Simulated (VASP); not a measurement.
# SiC (Moissanite 3C) (F-43m) in VASP: further runs, part 2 of 2

VASP 6.6.1. Earlier steps stand in the parts before.

**4. Relaxation of cell and atoms, PBEsol**

Contents of INCAR:

```
SYSTEM = SiC
ALGO = Normal ; EDIFF = 1E-6
EDIFFG = -0.005 ; ENCUT = 600
GGA = PS ; IBRION = 2
ISIF = 3 ; ISMEAR = 0
LASPH = .TRUE. ; LCHARG = .FALSE.
LREAL = .FALSE. ; LWAVE = .FALSE.
NELM = 80 ; NSW = 100
PREC = Accurate ; SIGMA = 0.02
```

Contents of KPOINTS:

```
k-points
0
G
  10 10 10
  0 0 0
```

Contents of POSCAR:

```
SiC
1.0
    0.0000000000      2.1790000000      2.1790000000
    2.1790000000      0.0000000000      2.1790000000
    2.1790000000      2.1790000000      0.0000000000
Si C
1 1
Direct
    0.0000000000      0.0000000000      0.0000000000
    0.2500000000      0.2500000000      0.2500000000
```

Potentials or basis: VASP PAW PBE potentials, release 64 (Si, C).

Run with:

```bash
> cat potpaw_PBE.64/Si/POTCAR potpaw_PBE.64/C/POTCAR > POTCAR
> mpirun -np 1 vasp_std > vasp.out
```

OUTCAR:

```text
SYSTEM = SiC
   EDIFF = 1E-6
   EDIFFG = -0.005
   ENCUT = 600
   GGA = PS
   IBRION = 2
   ISIF = 3
   ISMEAR = 0
   LASPH = .TRUE.
   LREAL = .FALSE.
   NELM = 80
   NSW = 100
   PREC = Accurate

 ion  position               nearest neighbor table
   1  0.000  0.000  0.000-   2 1.89   2 1.89   2 1.89   2 1.89
   2  0.250  0.250  0.250-   1 1.89   1 1.89   1 1.89   1 1.89

  LATTYP: Found a face centered cubic cell.
 ALAT       =     4.3580000000

  Lattice vectors:

 A1 = (   0.0000000000,   2.1790000000,   2.1790000000)
 A2 = (   2.1790000000,   0.0000000000,   2.1790000000)
 A3 = (   2.1790000000,   2.1790000000,   0.0000000000)

Analysis of symmetry for initial positions (statically):
=====================================================================
 Subroutine PRICEL returns:
 Original cell was already a primitive cell.

 Routine SETGRP: Setting up the symmetry group for a
 face centered cubic supercell.

 Subroutine GETGRP returns: Found 24 space group operations
 (whereof 24 operations were pure point group operations)
 out of a pool of 48 trial point group operations.

The static configuration has the point symmetry T_d .
[... 162 lines left out ...]

 E-fermi :   8.1959     XC(G=0): -11.5049

 val. band max:        8.0558600555   @ k =   0.0000   0.0000   0.0000
 cond. band min:       9.2901437799   @ k =   0.5000   0.5000   0.0000
 fundamental gap:      1.2342837245
 Fermi energy:         8.1958529689

 k-point     1 :       0.0000    0.0000    0.0000
  band No.  band energies     occupation
      1      -7.3681      2.00000
      2       8.0559      2.00000
      3       8.0559      2.00000
      4       8.0559      2.00000
      5      14.2427      0.00000
      6      15.2991      0.00000
      7      15.2991      0.00000
      8      15.2991      0.00000
[... 243 lines left out ...]
 k-point    24 :       0.4000    0.3000    0.0000
  band No.  band energies     occupation
      1      -4.2085      2.00000
      2       2.4698      2.00000
      3       4.8720      2.00000
      4       5.4097      2.00000
      5      10.8127      0.00000
      6      13.5681      0.00000
      7      19.6090      0.00000
      8      19.9187      0.00000

 [... further k-points ...]
[... 5 lines left out ...]
  --------------------------------------------------------------------------------------
  -------------------------------------------------------------------------------------
  Total        0.0058220      0.0058220      0.0058220     -0.0000000     -0.0000000     -0.0000000
  in kB        0.4507972      0.4507972      0.4507972     -0.0000000     -0.0000000     -0.0000000
  external PRESSURE =       0.4507972 kB  Pullay stress =       0.0000000 kB

 VOLUME and BASIS-vectors are now :
 -----------------------------------------------------------------------------
  energy-cutoff  :      600.00
  volume of cell :       20.69
      direct lattice vectors                 reciprocal lattice vectors
     0.000000000  2.179000000  2.179000000    -0.229463056  0.229463056  0.229463056
     2.179000000  0.000000000  2.179000000     0.229463056 -0.229463056  0.229463056
     2.179000000  2.179000000  0.000000000     0.229463056  0.229463056 -0.229463056

 POSITION                                       TOTAL-FORCE (eV/Angst)
 -----------------------------------------------------------------------------------
      0.00000      0.00000      0.00000         0.000000      0.000000      0.000000
      1.08950      1.08950      1.08950        -0.000000     -0.000000     -0.000000
 -----------------------------------------------------------------------------------
    total drift:                               -0.000000     -0.000000     -0.000000

  FREE ENERGIE OF THE ION-ELECTRON SYSTEM (eV)
  ---------------------------------------------------
  free  energy   TOTEN  =       -15.9161082006 eV

  energy  without entropy=      -15.9161082006  energy(sigma->0) =      -15.91610820

 reached required accuracy - stopping structural energy minimisation
```

CONTCAR:

```text
SiC
   1.00000000000000
     0.0000000000000000    2.1789999999999998    2.1789999999999998
     2.1789999999999998    0.0000000000000000    2.1789999999999998
     2.1789999999999998    2.1789999999999998    0.0000000000000000
  Si              C
     1     1
Direct
     0.0000000000000000    0.0000000000000000    0.0000000000000000
     0.2500000000000000    0.2500000000000000    0.2500000000000000

  0.00000000E+00  0.00000000E+00  0.00000000E+00
  0.00000000E+00  0.00000000E+00  0.00000000E+00
```

It took 10 s on 1 thread of Intel Xeon Platinum 8259CL at 2.50GHz (Skylake/Cascade Lake), shared host; peak memory 0.15 GiB.

Results:

```
Free energy             : -15.9161 eV
Pressure after relaxing : 0.0 GPa
Band gap on the k mesh  : 1.23 eV, indirect (least direct gap 4.44 eV)
```

Final structure:
```
Si C
1.0
     0.00000    2.17900    2.17900
     2.17900    0.00000    2.17900
     2.17900    2.17900    0.00000
Si C
1 1
Direct
  0.00000 0.00000 0.00000
  0.25000 0.25000 0.25000
```

Levels at points of the mesh, in eV from the valence-band top:
| k point | band 1 | band 2 | band 3 | band 4 | band 5 | band 6 | band 7 | band 8 |
| --- | --- | --- | --- | --- | --- | --- | --- | --- |
| (0.00, 0.00, 0.00) | -15.42 | 0.00 | 0.00 | 0.00 | 6.19 | 7.24 | 7.24 | 7.24 |
| (0.50, 0.00, 0.00) | -11.82 | -8.60 | -1.06 | -1.06 | 5.37 | 7.14 | 7.14 | 9.92 |
| (0.50, 0.50, 0.00) | -10.36 | -7.83 | -3.21 | -3.21 | 1.23 | 4.20 | 13.95 | 13.95 |

Caveat: the relaxation stopped at its first step, so nothing moved; the PAW data sets were made with another functional, which shifts forces and pressure a little.

**5. Against experiment**

Step 2. Measured gap of SiC: 2.4 eV (indirect; quoted in “Insight into the structural, elastic and electronic properties of a new orthorhombic 6O-SiC polytype”, 2020, pmc:7200658). This calculation gives 1.23 eV (-1.17 eV). The value is that of PBEsol on a finite k mesh, which can miss the band edges, without temperature or zero-point motion. Semilocal functionals fall short of measured gaps as a rule.
